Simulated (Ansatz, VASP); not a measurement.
# NaI: VASP beside Ansatz

```
CELL_PARAMETERS angstrom
0.00000 3.29681 3.29681
3.29681 0.00000 3.29681
3.29681 3.29681 0.00000
ATOMIC_POSITIONS crystal
Na 0.00000 0.00000 0.00000
I 0.50000 0.50000 0.50000
```

Alike in both runs: task single point; functional r2SCAN; k mesh 6 × 6 × 6; occupations gaussian, width 0.02 eV; no spin polarisation.

|  | VASP | Ansatz |
| --- | --- | --- |
| version | VASP 6.6.1 | Ansatz 0.2.0 |
| potentials or method | VASP PAW PBE potentials, release 64 (Na_pv, I), cutoff 520 eV | scalar-relativistic, plane waves, PAW |
| valence electrons in the cell | 14 | 26 |

VASP gave:

| Item | Value |
| --- | --- |
| gap on the k mesh at the Fermi level (eV) | 4.28 |
| least direct gap on the mesh (eV) | 4.28 |
| pressure (GPa) | -1.0 |

Question: Estimate Ansatz's values.

Answer: gap on the k mesh at the Fermi level (eV): 4.27; least direct gap on the mesh (eV): 4.27; pressure (GPa): -0.9.

VASP's potentials were made for PBE, not for r2SCAN. VASP's potentials hold 14 valence electrons a cell and Ansatz's 26, so a difference there can come from the potentials and not from the codes.

Neither program's run includes spin-orbit coupling.
